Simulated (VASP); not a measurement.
Write the native input for VASP 6.6.1 that does the following.

| Item | Value |
| --- | --- |
| Task | single point |
| Functional | LDA |
| Potentials or basis | VASP PAW LDA potentials, release 64 (Sn_d, Pd, Au) |
| Cutoff | 520 eV |
| k mesh | 6 × 6 × 4 |
| Occupations | fermi-dirac, width 0.05 eV |
| Spin | no spin polarisation |
| Dipole correction | no |
| Further INCAR settings | ALGO = Normal; EDIFF = 1e-06; NBANDS = 38 |

The structure of Sn2Pd2Au lies in POSCAR:

```
Sn2Pd2Au
1.0
    4.5762590393      0.0000000000      0.0000000000
   -2.2881295247      3.9631565792      0.0000000000
    0.0000000000      0.0000000000      5.7476302078
Sn Pd Au
2 2 1
Direct
    0.6666666667      0.3333333333      0.2638450000
    0.0000000000      0.0000000000      0.6874570000
    0.6666666667      0.3333333333      0.7723160000
    0.3333333333      0.6666666667      0.5077940000
    0.3333333333      0.6666666667      0.0185880000
```

The input as run:

INCAR

```
SYSTEM = Sn2Pd2Au
  PREC = Accurate
  ENCUT = 520
  EDIFF = 1E-6
  ISMEAR = -1
  SIGMA = 0.05
  LREAL = .False.
  LASPH = .True.
  NELM = 80
  ALGO = Normal
  ISIF = 2
  LWAVE = .False.
  LCHARG = .True.
  GGA = CA
  LELF = .True.
  LVHAR = .True.
  NBANDS = 38
```

KPOINTS

```
Automatic mesh
0
Gamma
  6 6 4
  0 0 0
```

Potentials or basis: VASP PAW LDA potentials, release 64 (Sn_d, Pd, Au).

Command:

```console
$ cat potpaw_LDA.64/Sn_d/POTCAR potpaw_LDA.64/Pd/POTCAR potpaw_LDA.64/Au/POTCAR > POTCAR
$ mpirun -np 1 vasp_std > vasp.out
```

It gave:

* Pressure: -11.1 GPa
* Largest force: 0.143 eV/Å

Wall time 82 s on 1 thread of Intel(R) Xeon(R) Platinum 8488C (Sapphire Rapids), with other jobs on the host, peak memory 0.25 GiB.
